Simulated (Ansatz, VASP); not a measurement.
# Two plane-wave programs on Li2S

Contents of POSCAR:

```
Li2S
1.0
    0.0000000000      2.8445000000      2.8445000000
    2.8445000000      0.0000000000      2.8445000000
    2.8445000000      2.8445000000      0.0000000000
Li S
2 1
Direct
    0.2500000000      0.2500000000      0.2500000000
    0.7500000000      0.7500000000      0.7500000000
    0.0000000000      0.0000000000      0.0000000000
```

The input INCAR.step1:

```
SYSTEM = Li2S
ALGO = Normal ; EDIFF = 1E-5
ENCUT = 650 ; GGA = PE
GGA_COMPAT = .False. ; ISIF = 2
ISMEAR = -1 ; KPAR = 4
LASPH = .True. ; LREAL = .False.
LWAVE = .True. ; NBANDS = 13
NELM = 120 ; PREC = Accurate
SIGMA = 0.02
```

Contents of INCAR.step2:

```
SYSTEM = Li2S
ALGO = Normal ; EDIFF = 1E-6
ENCUT = 650 ; GGA = PE
GGA_COMPAT = .False. ; HFSCREEN = 0.2079
ISIF = 2 ; ISMEAR = -1
ISTART = 1 ; KPAR = 4
LASPH = .True. ; LCHARG = .True.
LHFCALC = .True. ; LREAL = .False.
LVHAR = .True. ; LWAVE = .False.
NBANDS = 13 ; NELM = 120
PREC = Accurate ; PRECFOCK = Normal
SIGMA = 0.02
```

File KPOINTS:

```
k-points
0
Gamma
  8 8 8
  0 0 0
```

Input for Ansatz:

```yaml
crystal:
  lattice:
    - [0.0, 2.8445, 2.8445]
    - [2.8445, 0.0, 2.8445]
    - [2.8445, 2.8445, 0.0]
  atoms:
    - { symbol: Li, position: [0.25, 0.25, 0.25] }
    - { symbol: Li, position: [0.75, 0.75, 0.75] }
    - { symbol: S, position: [0.0, 0.0, 0.0] }
  symmetry: { tolerance: 0.0003 }
hamiltonian:
  xc: hse06
  pseudopotentials: { kind: paw, azcp: { folder: soft_1 } }
basis:
  ecutwfc: 420
magnetization:
  spin_polarized: false
scf:
  occupations: { method: fermi_dirac, width: 0.02 }
kpoints:
  mp_grid: { grid: [8, 8, 8], shift: [0, 0, 0] }
  band_path:
    path:
      - [0.0, 0.0, 0.0]
      - [0.5, 0.0, 0.5]
      - [0.625, 0.25, 0.625]
      - [0.375, 0.375, 0.75]
      - [0.0, 0.0, 0.0]
      - [0.5, 0.5, 0.5]
      - [0.5, 0.25, 0.75]
      - [0.5, 0.0, 0.5]
    npoints: 1
output:
  forces: true
  stress: true
  eigenvalues: true
  bader: true
  populations: true
  elf: true
  write_potential: true
  write_density: true
  volumetric_format: npy
  dos:
    e_range: [-12, 8]
    de: 0.05
    projected: { site_lists: { Li: [Li], S: [S] } }
```

Alike in both runs: task single point; functional HSE06; k mesh 8 × 8 × 8; occupations fermi-dirac, width 0.02 eV; no spin polarisation.

|  | VASP | Ansatz |
| --- | --- | --- |
| version | VASP 6.6.1 | Ansatz 0.2.0 |
| potentials or method | VASP PAW PBE potentials, release 64 (Li_sv, S), cutoff 650 eV | PAW plane waves |
| valence electrons in the cell | 12 | 12 |

|  | VASP | Ansatz | Ansatz less VASP |
| --- | --- | --- | --- |
| gap on the k mesh at the Fermi level (eV) | 4.33 | 4.34 | +0.006 |
| pressure (GPa) | -0.6 | -0.4 | +0.21 |

With one functional, cell and mesh, what is left measures potentials, basis and numerics. Ansatz's warnings: stress exchange threshold loose, stress scf threshold loose.
